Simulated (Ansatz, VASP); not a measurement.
Sb in VASP and in Ansatz

Contents of INCAR:

```
ALGO = Normal
EDIFF = 1E-7
EDIFFG = -0.005
ENCUT = 500
GGA = PE
GGA_COMPAT = F
IBRION = 2
ISIF = 3
ISMEAR = -1
LASPH = T
LCHARG = F
LREAL = F
LWAVE = F
NELM = 120
NELMIN = 4
NSW = 60
PREC = Accurate
SIGMA = 0.08
```

The input KPOINTS:

```
k-points
0
Gamma
  15 15 15
```

Contents of POSCAR:

```
Sb
1.0
    0.0000000000      2.4101422642      2.4101422642
    2.4101422642      0.0000000000      2.4101422642
    2.4101422642      2.4101422642      0.0000000000
Sb
1
Direct
    0.0000000000      0.0000000000      0.0000000000
```

Input for Ansatz:

```yaml
crystal:
  lattice:
    - [0.0, 2.4101422642, 2.4101422642]
    - [2.4101422642, 0.0, 2.4101422642]
    - [2.4101422642, 2.4101422642, 0.0]
  atoms:
    - { symbol: Sb, position: [0.0, 0.0, 0.0] }
kpoints:
  mp_grid: { grid: [15, 15, 15] }
scf:
  occupations: { method: fermi_dirac, width: 0.08 }
hamiltonian:
  xc: pbe
  pseudopotentials: { kind: paw }
output:
  forces: true
  stress: true
relax:
  f_tol: 0.005
  max_steps: 40
  cell: {}
```

Alike in both runs: task relaxation of cell and atoms; functional PBE; k mesh 15 × 15 × 15; occupations fermi-dirac, width 0.08 eV; no spin polarisation.

|  | VASP | Ansatz |
| --- | --- | --- |
| version | VASP 6.6.1 | Ansatz 0.2.0 |
| potentials or method | VASP PAW PBE potentials, release 64 (Sb) | PAW with Ansatz's default frozen-core files, scalar-relativistic |
| plane-wave cutoff (eV) | 500 | 420 |
| valence electrons in the cell | 5 | 15 |

VASP gave:

| Item | Value |
| --- | --- |
| relaxed volume (Å³/atom) | 27.44 |
| relaxed cell length with the largest relative difference (Å) | 3.386 |

Problem. Estimate Ansatz's values.

Solution. Relaxed volume (Å³/atom): 27.51; relaxed cell length with the largest relative difference (Å): 3.388.

VASP's potentials hold 5 valence electrons a cell and Ansatz's 15, so a difference there can come from the potentials and not from the codes.

Neither program's run includes spin-orbit coupling.
